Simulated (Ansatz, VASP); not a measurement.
# Ti: VASP beside Ansatz

Contents of POSCAR:

```
Ti
1.0
    2.8614979246      0.0000000000      0.0000000000
   -1.4307489623      2.4781298956      0.0000000000
    0.0000000000      0.0000000000      4.5454200000
Ti
2
Direct
    0.3333333333      0.6666666667      0.2500000000
    0.6666666667      0.3333333333      0.7500000000
```

INCAR.step1

```
PREC = Accurate
ENCUT = 520
ISMEAR = 0
SIGMA = 0.15
LREAL = F
LASPH = T
NELM = 60
NBANDS = 19
GGA = PE
ALGO = Normal
EDIFF = 1E-4
LWAVE = T
LCHARG = F
```

INCAR.step2

```
PREC = Accurate
ENCUT = 520
EDIFF = 1E-6
ISMEAR = 0
SIGMA = 0.15
LREAL = F
LASPH = T
NELM = 60
ALGO = Normal
ISIF = 2
LWAVE = F
LCHARG = F
METAGGA = R2SCAN
LMIXTAU = T
NBANDS = 19
ISTART = 1
```

Contents of KPOINTS:

```
Automatic mesh
0
Gamma
  18 18 10
```

Input for Ansatz:

```yaml
crystal:
  lattice:
    - [2.8614979246, 0.0, 0.0]
    - [-1.4307489623, 2.4781298956, 0.0]
    - [0.0, 0.0, 4.54542]
  atoms:
    - { symbol: Ti, position: [0.3333333333, 0.6666666667, 0.25] }
    - { symbol: Ti, position: [0.6666666667, 0.3333333333, 0.75] }
basis:
  ecutwfc: 500
kpoints:
  mp_grid: { grid: [18, 18, 10] }
hamiltonian:
  xc: r2scan
scf:
  occupations: { method: gaussian, width: 0.15 }
output:
  forces: true
  stress: true
  eigenvalues: true
  write_density: true
  write_potential: true
  elf: true
  volumetric_format: npy
```

Change from the starting cell: strain -0.030 along x and y, -0.030 along z, atoms carried along.

Alike in both runs: task single point; functional r2SCAN; k mesh 18 × 18 × 10; occupations gaussian, width 0.15 eV; no spin polarisation.

|  | VASP | Ansatz |
| --- | --- | --- |
| version | VASP 6.6.1 | Ansatz 0.2.0 |
| potentials or method | VASP PAW PBE potentials, release 64 (Ti_sv), cutoff 520 eV | scalar-relativistic, plane waves, PAW |
| valence electrons in the cell | 24 | 24 |

|  | VASP | Ansatz | Ansatz less VASP |
| --- | --- | --- | --- |
| gap on the k mesh at the Fermi level (eV) | none | none | - |
| pressure (GPa) | 9.9 | 9.4 | -0.43 |
| traceless stress, the component that is largest in VASP (GPa) | -0.56 | -0.56 | -0.008 |

VASP's potentials were made for PBE, not for r2SCAN. A gap of «none» marks a metal or a gap that the smearing closes.
